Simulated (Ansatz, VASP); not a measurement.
One calculation of YHSe, two programs

File INCAR:

```
SYSTEM = YHSe
  ALGO = Normal
  EDIFF = 1E-7
  ENCUT = 520
  ISIF = 2
  ISMEAR = 0
  LASPH = .TRUE.
  LCHARG = .FALSE.
  LREAL = .FALSE.
  LWAVE = .FALSE.
  NBANDS = 16
  NELM = 60
  PREC = Accurate
  SIGMA = 0.05
```

KPOINTS

```
k-points
0
G
  9 9 8
  0 0 0
```

File POSCAR:

```
YHSe
1.0
    3.8409313358      0.0000000000      0.0000000000
   -1.9204656679      3.3263441110      0.0000000000
    0.0000000000      0.0000000000      3.9155495600
Y H Se
1 1 1
Direct
    0.0000000000      0.0000000000      0.0000000000
    0.3333333333      0.6666666667      0.0000000000
    0.6666666667      0.3333333333      0.5000000000
```

Input for Ansatz:

```yaml
crystal:
  lattice:
    - [3.8409313358, 0.0, 0.0]
    - [-1.9204656679, 3.326344111, 0.0]
    - [0.0, 0.0, 3.91554956]
  atoms:
    - { symbol: "Y", position: [0.0, 0.0, 0.0] }
    - { symbol: H, position: [0.3333333333, 0.6666666667, 0.0] }
    - { symbol: Se, position: [0.6666666667, 0.3333333333, 0.5] }
basis:
  ecutwfc: 420
kpoints:
  mp_grid: { grid: [9, 9, 8] }
hamiltonian:
  xc: lda
scf:
  occupations: { method: gaussian, width: 0.05 }
output:
  forces: true
  stress: true
  eigenvalues: true
```

Alike in both runs: task single point; functional LDA; k mesh 9 × 9 × 8; occupations gaussian, width 0.05 eV; no spin polarisation.

```csv
,VASP,Ansatz
version,VASP 6.6.1,Ansatz 0.2.0
potentials or method,"VASP PAW LDA potentials, release 64 (Y_sv, H, Se), cutoff 520 eV","scalar-relativistic, plane waves, PAW"
valence electrons in the cell,18,28
```

VASP gave:

| Quantity | Value |
| --- | --- |
| gap on the k mesh at the Fermi level (eV) | 1.36 |
| least direct gap on the mesh (eV) | 1.73 |
| pressure (GPa) | -5.5 |
| traceless stress, the component that is largest in VASP (GPa) | -0.49 |

Estimate Ansatz's values.

gap on the k mesh at the Fermi level (eV): 1.37; least direct gap on the mesh (eV): 1.74; pressure (GPa): -5.6; traceless stress, the component that is largest in VASP (GPa): -0.49.

LDA's correlation is that of Perdew and Zunger in VASP and of Perdew and Wang (1992) in Ansatz. VASP's potentials hold 18 valence electrons a cell and Ansatz's 28, so a difference there can come from the potentials and not from the codes.
